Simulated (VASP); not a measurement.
# Rb (Im-3m) in VASP: notebook

Rb is run at these levels: LDA; tasks: single point.

Everything below comes from runs of VASP 6.6.1. Logs are shortened: lines on timing, memory, paths and dates and some standing lists are left out, and cuts for length are marked.

## 1. The cell of the first run

Symmetry: Im-3m, No. 229, cubic system. The conventional cell has a = 5.388 Å, b = 5.388 Å, c = 5.388 Å, α = 90.00°, β = 90.00°, γ = 90.00°.

## 2. Single point, LDA

INCAR reads:

```
  PREC = Accurate
  ENCUT = 520
  EDIFF = 1E-6
  ISMEAR = 0
  SIGMA = 0.15
  LREAL = F
  LASPH = T
  NELM = 80
  ALGO = Normal
  ISIF = 2
  LWAVE = F
  LCHARG = F
  GGA = CA
  NBANDS = 10
```

KPOINTS reads:

```
regular mesh
0
Gamma
  12 12 12
```

POSCAR reads:

```
Rb
1.0
   -2.6940465770      2.6940465770      2.6940465770
    2.6940465770     -2.6940465770      2.6940465770
    2.6940465770      2.6940465770     -2.6940465770
Rb
1
Direct
    0.0000000000      0.0000000000      0.0000000000
```

Potentials or basis: VASP PAW LDA potentials, release 64 (Rb_sv).

Command:

```console
$ cat potpaw_LDA.64/Rb_sv/POTCAR > POTCAR
$ mpirun -np 1 vasp_std > vasp.out
```

OUTCAR:

```text
PREC = Accurate
   ENCUT = 520
   EDIFF = 1E-6
   ISMEAR = 0
   LREAL = F
   LASPH = T
   NELM = 80
   ISIF = 2
   GGA = CA

 ion  position               nearest neighbor table
   1  0.000  0.000  0.000-

  LATTYP: Found a body centered cubic cell.
 ALAT       =     5.3880931540

  Lattice vectors:

 A1 = (  -2.6940465770,   2.6940465770,   2.6940465770)
 A2 = (   2.6940465770,  -2.6940465770,   2.6940465770)
 A3 = (   2.6940465770,   2.6940465770,  -2.6940465770)

Analysis of symmetry for initial positions (statically):
=====================================================================
 Subroutine PRICEL returns:
 Original cell was already a primitive cell.

 Routine SETGRP: Setting up the symmetry group for a
 body centered cubic supercell.

 Subroutine GETGRP returns: Found 48 space group operations
 (whereof 48 operations were pure point group operations)
 out of a pool of 48 trial point group operations.

The static configuration has the point symmetry O_h .

Analysis of symmetry for dynamics (positions and initial velocities):
=====================================================================
 Subroutine PRICEL returns:
 Original cell was already a primitive cell.

 Routine SETGRP: Setting up the symmetry group for a
 body centered cubic supercell.

 Subroutine GETGRP returns: Found 48 space group operations
 (whereof 48 operations were pure point group operations)
 out of a pool of 48 trial point group operations.

The dynamic configuration has the point symmetry O_h .

 Subroutine INISYM returns: Found 48 space group operations
 (whereof 48 operations are pure point group operations),
 and found     1 'primitive' translations

----------------------------------------------------------------------------------------

                                     Primitive cell

  volume of cell :      78.2123

  direct lattice vectors                    reciprocal lattice vectors
    -2.694046577  2.694046577  2.694046577     0.000000000  0.185594416  0.185594416
     2.694046577 -2.694046577  2.694046577     0.185594416  0.000000000  0.185594416
     2.694046577  2.694046577 -2.694046577     0.185594416  0.185594416  0.000000000

  length of vectors
     4.666225549  4.666225549  4.666225549     0.262470140  0.262470140  0.262470140

  position of ions in fractional coordinates (direct lattice)
     0.000000000  0.000000000  0.000000000

  ion indices of the primitive-cell ions
   primitive index   ion index
                 1           1

----------------------------------------------------------------------------------------

 KPOINTS: regular mesh

Automatic generation of k-mesh.
 Grid dimensions read from file:
 generate k-points for:   12   12   12

 Generating k-lattice:

  Cartesian coordinates                     Fractional coordinates (reciprocal lattice)
     0.000000000  0.015466201  0.015466201     0.083333333  0.000000000  0.000000000
     0.015466201  0.000000000  0.015466201     0.000000000  0.083333333  0.000000000
     0.015466201  0.015466201  0.000000000     0.000000000  0.000000000  0.083333333

  Length of vectors
     0.021872512  0.021872512  0.021872512

  Shift w.r.t. Gamma in fractional coordinates (k-lattice)
     0.000000000  0.000000000  0.000000000

 Subroutine IBZKPT returns following result:
 ===========================================

 Found     72 irreducible k-points:

 Following reciprocal coordinates:
            Coordinates               Weight
  0.000000  0.000000  0.000000      1.000000
  0.083333  0.000000  0.000000     12.000000
  0.166667  0.000000  0.000000     12.000000
  0.250000  0.000000  0.000000     12.000000
  0.333333  0.000000  0.000000     12.000000
  0.416667  0.000000  0.000000     12.000000
[... 16 lines left out ...]
  0.333333  0.083333  0.083333     24.000000
  0.416667  0.083333  0.083333     12.000000
 [... further k-points ...]
   k-points           NKPTS =     72   k-points in BZ     NKDIM =     72   number of bands    NBANDS=     10
   number of dos      NEDOS =    301   number of ions     NIONS =      1
   total plane-waves  NPLWV =  46656
   dimension x,y,z NGX =    36 NGY =   36 NGZ =   36
   dimension x,y,z NGXF=    72 NGYF=   72 NGZF=   72
   ions per type =               1
   NGX,Y,Z   is equivalent  to a cutoff of  12.83, 12.83, 12.83 a.u.
   NGXF,Y,Z  is equivalent  to a cutoff of  25.65, 25.65, 25.65 a.u.
 SYSTEM =  unknown system
   PREC   = accura    normal or accurate (medium, high low for compatibility)
   ISTART =      0    job   : 0-new  1-cont  2-samecut
   ICHARG =      2    charge: 1-file 2-atom 10-const
   ISPIN  =      1    spin polarized calculation?
   LNONCOLLINEAR =      F non collinear calculations
   LSORBIT =      F    spin-orbit coupling
   LASPH  =      T    aspherical Exc in radial PAW
   ENCUT  =  520.0 eV  38.22 Ry    6.18 a.u.   8.68  8.68  8.68*2*pi/ulx,y,z
   NELM   =     80;   NELMIN=  2; NELMDL= -5     # of ELM steps
   EDIFF  = 0.1E-05   stopping-criterion for ELM
   LREAL  =      F    real-space projection
   EDIFFG = 0.1E-04   stopping-criterion for IOM
   NSW    =      0    number of steps for IOM
   IBRION =     -1    ionic relax: 0-MD 1-quasi-New 2-CG
   NFREE  =      0    steps in history (QN), initial steepest desc. (CG)
   ISIF   =      2    stress and relaxation
   ISYM   =      2    0-nonsym 1-usesym 2-fastsym
   POTIM  = 0.5000    time-step for ionic-motion
   TEBEG  =    0.0;   TEEND  =   0.0 temperature during run
   PSTRESS=    0.0 pullay stress
   NELECT =       9.0000    total number of electrons
   NUPDOWN=      -1.0000    fix difference up-down
   EMIN   =  10.00;   EMAX   =-10.00  energy-range for DOS
   EFERMI =   0.00;   METHOD = LEGACY
   ISMEAR =     0;   SIGMA  =   0.15  broadening in eV -4-tet -1-fermi 0-gaus
   EFERMI_NEDOS =   21; number of points for ismear=-14 and -15
   IALGO  =     38    algorithm
   IMIX   =      4    mixing-type and parameters
     AMIX     =   0.40;   BMIX     =  1.00
     AMIX_MAG =   1.60;   BMIX_MAG =  1.00
  volume/ion in A,a.u.               =      78.21       527.80
  Fermi-wavevector in a.u.,A,eV,Ry     =   0.796277  1.504744  8.626859  0.634056
  Thomas-Fermi vector in A             =   1.902768
   LORBIT       =      0    0 simple, 1 ext, 2 COOP (PROOUT), +10 PAW based schemes
   GGA     = CA    functional components
   LHFCALC =     F    Hartree Fock is set to
   AEXX    =    0.0000 exact exchange contribution
   IVDW    =     0    specifies the selected vdW correction
   LEPSILON=     F    determine dielectric tensor
   LRPA    =     F    only Hartree local field effects (RPA)
 non-spin polarized calculation
 Gauss-broadening in eV      SIGMA  =   0.15
  energy-cutoff  :      520.00
  volume of cell :       78.21
 maximum number of plane-waves:      2124
   NGX = 17   NGY = 17   NGZ = 17

 number of electron       9.0000000 magnetization

 Free energy of the ion-electron system (eV)
  ---------------------------------------------------
  ext. energy  EPLUGINS =         0.00000000
  ---------------------------------------------------
  free energy    TOTEN  =        -1.06410654 eV

  energy without entropy =       -1.05253679  energy(sigma->0) =       -1.05832166

 E-fermi :   0.1368     XC(G=0):  -6.0780

 val. band max:        0.1353833345   @ k =   0.2500   0.2500   0.0000
 cond. band min:       0.1687772743   @ k =   0.3333   0.1667   0.0000
 fundamental gap:      0.0333939399
 Fermi energy:         0.1367902051

 k-point     1 :       0.0000    0.0000    0.0000
  band No.  band energies     occupation
      1     -28.5796      2.00000
      2     -12.6596      2.00000
      3     -12.6596      2.00000
      4     -12.6596      2.00000
      5      -2.0507      2.00000
      6       3.8531      0.00000
      7       3.8531      0.00000
      8       3.8531      0.00000
      9       4.9447      0.00000
     10       4.9447      0.00000

 k-point     2 :       0.0833    0.0000    0.0000
  band No.  band energies     occupation
      1     -28.5790      2.00000
      2     -12.6711      2.00000
      3     -12.6632      2.00000
      4     -12.6596      2.00000
      5      -1.9553      2.00000
      6       3.7316      0.00000
      7       3.7344      0.00000
      8       3.9446      0.00000
      9       4.7530      0.00000
     10       4.9155      0.00000

 k-point     3 :       0.1667    0.0000    0.0000
  band No.  band energies     occupation
      1     -28.5774      2.00000
      2     -12.7023      2.00000
      3     -12.6732      2.00000
      4     -12.6597      2.00000
      5      -1.6769      2.00000
      6       3.2839      0.00000
      7       3.4525      0.00000
      8       4.2159      0.00000
      9       4.6469      0.00000
     10       4.8731      0.00000

 k-point     4 :       0.2500    0.0000    0.0000
  band No.  band energies     occupation
      1     -28.5751      2.00000
      2     -12.7440      2.00000
      3     -12.6867      2.00000
      4     -12.6598      2.00000
      5      -1.2391      2.00000
      6       2.6608      0.00000
      7       3.1487      0.00000
      8       4.6582      0.00000
      9       4.7412      0.00000
     10       4.8927      0.00000

 k-point     5 :       0.3333    0.0000    0.0000
  band No.  band energies     occupation
      1     -28.5729      2.00000
      2     -12.7850      2.00000
      3     -12.7001      2.00000
      4     -12.6599      2.00000
      5      -0.6832      2.00000
      6       2.0432      0.00000
      7       2.8987      0.00000
      8       4.8059      0.00000
      9       5.0223      0.00000
     10       5.2566      0.00000

 k-point     6 :       0.4167    0.0000    0.0000
  band No.  band energies     occupation
      1     -28.5713      2.00000
      2     -12.8144      2.00000
      3     -12.7099      2.00000
      4     -12.6600      2.00000
      5      -0.0818      1.96073
      6       1.4677      0.00000
      7       2.7387      0.00000
      8       4.7049      0.00000
      9       5.2817      0.00000
     10       5.9900      0.00000
[... 183 lines left out ...]
 k-point    21 :       0.1667    0.0833    0.0833
  band No.  band energies     occupation
      1     -28.5745      2.00000
      2     -12.7564      2.00000
      3     -12.6826      2.00000
      4     -12.6688      2.00000
      5      -1.0676      2.00000
      6       2.5946      0.00000
      7       2.8128      0.00000
      8       4.7674      0.00000
      9       4.9036      0.00000
     10       5.0633      0.00000

 k-point    22 :       0.2500    0.0833    0.0833
  band No.  band energies     occupation
      1     -28.5725      2.00000
      2     -12.7862      2.00000
      3     -12.7005      2.00000
      4     -12.6697      2.00000
      5      -0.5163      2.00000
      6       2.0507      0.00000
      7       2.5885      0.00000
      8       4.8672      0.00000
      9       5.1818      0.00000
     10       5.2458      0.00000

 k-point    23 :       0.3333    0.0833    0.0833
  band No.  band energies     occupation
      1     -28.5711      2.00000
      2     -12.8065      2.00000
      3     -12.7149      2.00000
      4     -12.6704      2.00000
      5       0.0914      1.33113
      6       1.5147      0.00000
      7       2.4517      0.00000
      8       4.6368      0.00000
      9       5.4638      0.00000
     10       5.5414      0.00000

 k-point    24 :       0.4167    0.0833    0.0833
  band No.  band energies     occupation
      1     -28.5705      2.00000
      2     -12.8136      2.00000
      3     -12.7203      2.00000
      4     -12.6707      2.00000
      5       0.5062      0.00050
      6       1.1409      0.00000
      7       2.4059      0.00000
      8       4.4933      0.00000
      9       5.6251      0.00000
     10       5.7168      0.00000

 [... further k-points ...]

------------------------ aborting loop because EDIFF is reached ----------------------------------------

  FORCE on cell =-STRESS in cart. coord.  units (eV):
  Direction    XX          YY          ZZ          XY          YZ          ZX
  --------------------------------------------------------------------------------------
  -------------------------------------------------------------------------------------
  Total       -0.0125729     -0.0125729     -0.0125729     -0.0000000     -0.0000000     -0.0000000
  in kB       -0.2575556     -0.2575556     -0.2575556     -0.0000000     -0.0000000     -0.0000000
  external PRESSURE =      -0.2575556 kB  Pullay stress =       0.0000000 kB

 VOLUME and BASIS-vectors are now :
 -----------------------------------------------------------------------------
  energy-cutoff  :      520.00
  volume of cell :       78.21
      direct lattice vectors                 reciprocal lattice vectors
    -2.694046577  2.694046577  2.694046577     0.000000000  0.185594416  0.185594416
     2.694046577 -2.694046577  2.694046577     0.185594416  0.000000000  0.185594416
     2.694046577  2.694046577 -2.694046577     0.185594416  0.185594416  0.000000000

 POSITION                                       TOTAL-FORCE (eV/Angst)
 -----------------------------------------------------------------------------------
      0.00000      0.00000      0.00000         0.000000      0.000000      0.000000
 -----------------------------------------------------------------------------------
    total drift:                               -0.000000     -0.000000      0.000000

  FREE ENERGIE OF THE ION-ELECTRON SYSTEM (eV)
  ---------------------------------------------------
  free  energy   TOTEN  =        -1.0641065363 eV

  energy  without entropy=       -1.0525367927  energy(sigma->0) =       -1.05832166
```

Run time: 86 s. Hardware: 1 thread of AMD EPYC, shared host; peak memory 0.16 GiB.

What came out:

```
Free energy            : -1.0641 eV
Pressure               : 0.0 GPa
Band gap on the k mesh : zero (an odd number of electrons rules out a gap without spin polarisation)
```

## 3. Single point, LDA

INCAR reads:

```
SYSTEM = Rb
ALGO = Normal
EDIFF = 1E-6
ENCUT = 520
ISIF = 2
ISMEAR = 0
LASPH = .TRUE.
LCHARG = .TRUE.
LELF = .TRUE.
LREAL = .FALSE.
LVHAR = .TRUE.
LWAVE = .FALSE.
NBANDS = 10
NELM = 80
PREC = Accurate
SIGMA = 0.15
```

KPOINTS reads:

```
k-points
0
G
  14 14 14
  0 0 0
```

POSCAR is that of step 2.

Potentials or basis: VASP PAW LDA potentials, release 64 (Rb_sv).

Command:

```console
$ cat potpaw_LDA.64/Rb_sv/POTCAR > POTCAR
$ mpirun -np 1 vasp_std > vasp.out
```

It took 2.7 min on 1 thread of AMD EPYC, shared host; peak memory 0.18 GiB.

It converged, with:

| Quantity | Value |
| --- | --- |
| Free energy | -1.0648 eV |
| Pressure | 0.0 GPa |
| Band gap on the k mesh | zero (an odd number of electrons rules out a gap without spin polarisation) |

Levels at points of the mesh, in eV from the Fermi level:
```
           k point  band 1  band 2  band 3  band 4  band 5  band 6  band 7  band 8  band 9
(0.00, 0.00, 0.00)  -28.72  -12.80  -12.80  -12.80   -2.19    3.71    3.71    3.71    4.81
(0.50, 0.00, 0.00)  -28.71  -12.96  -12.85  -12.80    0.16    0.97    2.55    4.48    5.46
(0.50, 0.50, 0.50)  -28.70  -12.91  -12.91  -12.91    1.16    1.16    3.66    3.66    3.66
```
